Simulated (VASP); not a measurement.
Write the native input for VASP 6.6.1 that does the following.

| Property | Result |
| --- | --- |
| Task | single point |
| Functional | PBE |
| Potentials or basis | VASP PAW PBE potentials, release 64 (Mg, F) |
| Cutoff | 520 eV |
| k mesh | 9 × 4 × 1 |
| Occupations | gaussian, width 0.1 eV |
| Spin | no spin polarisation |
| Dipole correction | yes |
| Further INCAR settings | ALGO = Normal; EDIFF = 1e-07; NBANDS = 18 |

The structure of Mg6F lies in POSCAR:

```
Mg6F
1.0
    3.2034417932      0.0000000000      0.0000000000
   -1.6017208966      7.8153198520      0.0000000000
    0.0000000000      0.0000000000     20.9851131634
Mg F
6 1
Direct
    0.8493879956      0.6987759913      0.1906113143
    0.5210014932      0.0420029864      0.2197581863
    0.1926149907      0.3852299814      0.2489050583
    0.3710660944      0.7414803149      0.3283003664
    0.0426232582      0.0834482649      0.3542380799
    0.7128162912      0.4251093731      0.3805132287
    0.7128162912      0.5501093731      0.5010748849
```

These files were run (other wordings do the same):

INCAR

```
PREC = Accurate
ENCUT = 520
EDIFF = 1E-7
ISMEAR = 0
SIGMA = 0.1
LREAL = False
LASPH = True
NELM = 100
ALGO = Normal
ISIF = 2
LWAVE = False
LCHARG = False
LDIPOL = True
IDIPOL = 3
DIPOL = 0.5 0.5 0.318
GGA = PE
NBANDS = 18
```

KPOINTS

```
Automatic mesh
0
Gamma
  9 4 1
```

Potentials or basis: VASP PAW PBE potentials, release 64 (Mg, F).

Run with:

```bash
$ cat potpaw_PBE.64/Mg/POTCAR potpaw_PBE.64/F/POTCAR > POTCAR
$ mpirun -np 1 vasp_std > vasp.out
```

Results of the run:

The largest force is 2.213 eV/Å and the band gap on the k mesh is zero (an odd number of electrons rules out a gap without spin polarisation).

Caveat: an odd number of electrons without spin polarisation forces a metal; a magnetic or distorted state may lie lower.

Wall time 11 min on 1 thread of Oxide Virtual Turin-like Processor, with other jobs on the host, peak memory 0.54 GiB.
